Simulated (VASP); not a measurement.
C, 4 atoms in the cell. The cell holds a wire or tube with vacuum around it, 4 atoms: a = 10.500 Å, b = 9.300 Å, c = 2.784 Å, α = 90.00°, β = 90.00°, γ = 90.00°. 

| Quantity | Value |
| --- | --- |
| Program | VASP 6.6.1 |
| Task | single point |
| Functional | PBE |
| Potentials or basis | VASP PAW PBE potentials, release 64 (C) |
| Cutoff | 520 eV |
| k mesh | 1 × 1 × 23 |
| Occupations | gaussian, width 0.05 eV |
| Spin | collinear spin |
| Starting moments | [0.5, 0.5, 0.5, 0.5] μB |
| Dipole correction | no |
| Further INCAR settings | ALGO = Normal; EDIFF = 1e-06; NBANDS = 20 |

Potentials or basis: VASP PAW PBE potentials, release 64 (C).

Run with:

```sh
$ cat potpaw_PBE.64/C/POTCAR > POTCAR
$ mpirun -np 1 vasp_std > vasp.out
```

Hardware: 1 thread of Intel(R) Xeon(R) 6975P-C (Granite Rapids), with other jobs on the host.

Question: How long does it take, and how much memory?

Answer: It took 93 s on 1 thread of Intel(R) Xeon(R) 6975P-C (Granite Rapids), with other jobs on the host, peak memory 0.47 GiB. Counts: scf iterations 25, k points 12.
